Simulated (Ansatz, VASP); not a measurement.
Rh in VASP and in Ansatz

INCAR

```
SYSTEM = Rh
PREC     = Accurate       ! precision mode
ENCUT    = 520            ! plane-wave cutoff, eV
EDIFF    = 1E-7           ! SCF threshold, eV
ISMEAR   = 0              ! smearing method
SIGMA    = 0.1            ! smearing width, eV
LREAL    = .False.        ! projectors in reciprocal space
LASPH    = .True.         ! aspherical terms in the spheres
NELM     = 150            ! most SCF steps
ALGO     = Normal         ! electronic algorithm
ISIF     = 2              ! what is computed and relaxed
LWAVE    = .False.        ! write WAVECAR
LCHARG   = .True.         ! write CHGCAR
ISPIN    = 2              ! spin polarisation
MAGMOM   = 1              ! initial moments
LORBIT   = 11             ! projections on sites
LMAXMIX  = 4              ! l up to which the mixer works
GGA      = PE             ! functional
LELF     = .True.         ! ELF
LVHAR    = .True.       
NBANDS   = 18             ! bands
```

The input KPOINTS:

```
Automatic mesh
0
Gamma
  8 8 8
  0 0 0
```

Contents of POSCAR:

```
Rh
1.0
    0.0000000000      1.9147658271      1.9147658271
    1.9147658271      0.0000000000      1.9147658271
    1.9147658271      1.9147658271      0.0000000000
Rh
1
Direct
    0.0000000000      0.0000000000      0.0000000000
```

Input for Ansatz:

```yaml
crystal:
  lattice:
    - [0.0, 1.9147658271, 1.9147658271]
    - [1.9147658271, 0.0, 1.9147658271]
    - [1.9147658271, 1.9147658271, 0.0]
  atoms:
    - { symbol: Rh, position: [0.0, 0.0, 0.0], spin: 1.0 }
basis:
  ecutwfc: 420
kpoints:
  mp_grid: { grid: [8, 8, 8] }
hamiltonian:
  xc: pbe
scf:
  occupations: { method: gaussian, width: 0.1 }
  lower_state_search: "off"
output:
  forces: true
  stress: true
  eigenvalues: true
  populations: true
magnetization:
  spin_polarized: true
```

Alike in both runs: task single point; functional PBE; k mesh 8 × 8 × 8; occupations gaussian, width 0.1 eV; collinear spin.

```csv
,VASP,Ansatz
version,VASP 6.6.1,Ansatz 0.2.0
potentials or method,"VASP PAW PBE potentials, release 64 (Rh_pv), cutoff 520 eV","scalar-relativistic, plane waves, PAW"
valence electrons in the cell,15,17
```

```csv
,VASP,Ansatz,Ansatz less VASP
gap on the k mesh at the Fermi level (eV),none,none,-
pressure (GPa),0.9,0.9,-0.04
net moment per atom (μB),0.00,0.00,0.000
```

A gap of «none» marks a metal or a gap that the smearing closes. VASP's potentials hold 15 valence electrons a cell and Ansatz's 17, so a difference there can come from the potentials and not from the codes. Ansatz's warnings: seeded moment not kept.
